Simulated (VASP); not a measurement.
Set up this calculation in VASP 6.6.1, as the native input.

- Task: single point
- Functional: PBE
- Potentials or basis: VASP PAW PBE potentials, release 64 (Ga_d, O)
- Cutoff: 520 eV
- k mesh: 4 × 4 × 4
- Occupations: gaussian, width 0.1 eV
- Spin: collinear spin, ferromagnetic start
- Starting moments: [0.0, 0.0, 0.0, 1.0, 1.0] μB
- Dipole correction: no
- Further INCAR settings: ALGO = Normal; EDIFF = 1e-06; NBANDS = 38

The structure of Ga3O2 lies in POSCAR:

```
Ga3O2
1.0
    4.4147358342      0.0000000000      0.0000000000
    0.0000000000      4.4147358342      0.0000000000
    0.0000000000      0.0000000000      4.4147358342
Ga O
3 2
Direct
    0.0000000000      0.5000000000      0.5000000000
    0.5000000000      0.0000000000      0.5000000000
    0.5000000000      0.5000000000      0.0000000000
    0.0000000000      0.0000000000      0.0000000000
    0.5000000000      0.5000000000      0.5000000000
```

The input as run:

INCAR

```
SYSTEM = Ga3O2
  ALGO = Normal
  EDIFF = 1E-6
  ENCUT = 520
  GGA = PE
  ISIF = 2
  ISMEAR = 0
  ISPIN = 2
  LASPH = .True.
  LCHARG = .True.
  LELF = .True.
  LORBIT = 11
  LREAL = .False.
  LVHAR = .True.
  LWAVE = .False.
  MAGMOM = 0 0 0 1 1
  NBANDS = 38
  NELM = 150
  PREC = Accurate
  SIGMA = 0.1
```

KPOINTS

```
k-points
0
Gamma
  4 4 4
  0 0 0
```

Potentials or basis: VASP PAW PBE potentials, release 64 (Ga_d, O).

Run with:

```console
$ cat potpaw_PBE.64/Ga_d/POTCAR potpaw_PBE.64/O/POTCAR > POTCAR
$ mpirun -np 1 vasp_std > vasp.out
```

It gave:

```yaml
Pressure: 0.4 GPa
Net_moment: 0.00 μB per cell
Valence_electrons_inside_the_program's_atomic_spheres: Ga 11.42; O 4.71, 4.94
```

It took 40 s on 1 thread of Intel(R) Xeon(R) 6975P-C (Granite Rapids) (shared host), peak memory 0.25 GiB.
